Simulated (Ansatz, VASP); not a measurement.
# Two plane-wave programs on Tl

INCAR

```
SYSTEM = Tl
  ALGO = Normal
  EDIFF = 1E-7
  EDIFFG = -0.01
  ENCUT = 600
  GGA = RP
  IBRION = 2
  ISIF = 3
  ISMEAR = -1
  LASPH = .True.
  LCHARG = .False.
  LREAL = .False.
  LWAVE = .False.
  NELM = 80
  NSW = 80
  PREC = Accurate
  SIGMA = 0.1
```

Contents of KPOINTS:

```
k-points
0
Gamma
  4 4 4
  0 0 0
```

POSCAR

```
Tl
1.0
    6.0758676049      0.0000000000      0.0000000000
    0.0000000000      6.0758676049      0.0000000000
    0.0000000000      0.0000000000      6.0758676049
Tl
8
Direct
    0.0000000000      0.0000000000      0.0000000000
    0.5000000000      0.5000000000      0.5000000000
    0.2500000000      0.0000000000      0.5000000000
    0.7500000000      0.0000000000      0.5000000000
    0.5000000000      0.2500000000      0.0000000000
    0.5000000000      0.7500000000      0.0000000000
    0.0000000000      0.5000000000      0.2500000000
    0.0000000000      0.5000000000      0.7500000000
```

Input for Ansatz:

```yaml
crystal:
  lattice:
    - [6.0758676049, 0.0, 0.0]
    - [0.0, 6.0758676049, 0.0]
    - [0.0, 0.0, 6.0758676049]
  atoms:
    - { symbol: Tl, position: [0.0, 0.0, 0.0] }
    - { symbol: Tl, position: [0.5, 0.5, 0.5] }
    - { symbol: Tl, position: [0.25, 0.0, 0.5] }
    - { symbol: Tl, position: [0.75, 0.0, 0.5] }
    - { symbol: Tl, position: [0.5, 0.25, 0.0] }
    - { symbol: Tl, position: [0.5, 0.75, 0.0] }
    - { symbol: Tl, position: [0.0, 0.5, 0.25] }
    - { symbol: Tl, position: [0.0, 0.5, 0.75] }
hamiltonian:
  xc: rpbe
  pseudopotentials:
    kind: paw
    azcp:
      Tl: "pseudopotentials/Tl.paw.azcp"
basis:
  ecutwfc: 420
  fft_grid_basis: typed
kpoints:
  mp_grid: { grid: [4, 4, 4], shift: [0, 0, 0] }
magnetization:
  spin_polarized: false
scf:
  occupations: { method: fermi_dirac, width: 0.1 }
relax:
  max_steps: 60
  f_tol: 0.01
  cell: {}
```

Alike in both runs: task relaxation of cell and atoms; functional RPBE; k mesh 4 × 4 × 4; occupations fermi-dirac, width 0.1 eV; no spin polarisation.

```csv
,VASP,Ansatz
version,VASP 6.6.1,Ansatz 0.2.0
potentials or method,"VASP PAW PBE potentials, release 64 (Tl_d), cutoff 600 eV","plane waves (420 eV) with PAW, scalar-relativistic"
valence electrons in the cell,104,104
```

|  | VASP | Ansatz | Ansatz less VASP |
| --- | --- | --- | --- |
| relaxed volume (Å³/atom) | 33.91 | 34.03 | +0.126 |
| relaxed cell length with the largest relative difference (Å) | 6.473 | 6.481 | +0.0080 |

VASP's potentials were made for PBE, not for RPBE.

Spin-orbit coupling is off throughout. Noted on VASP's run: the volume moved by over 15 % at a fixed basis, so the end points are rough.
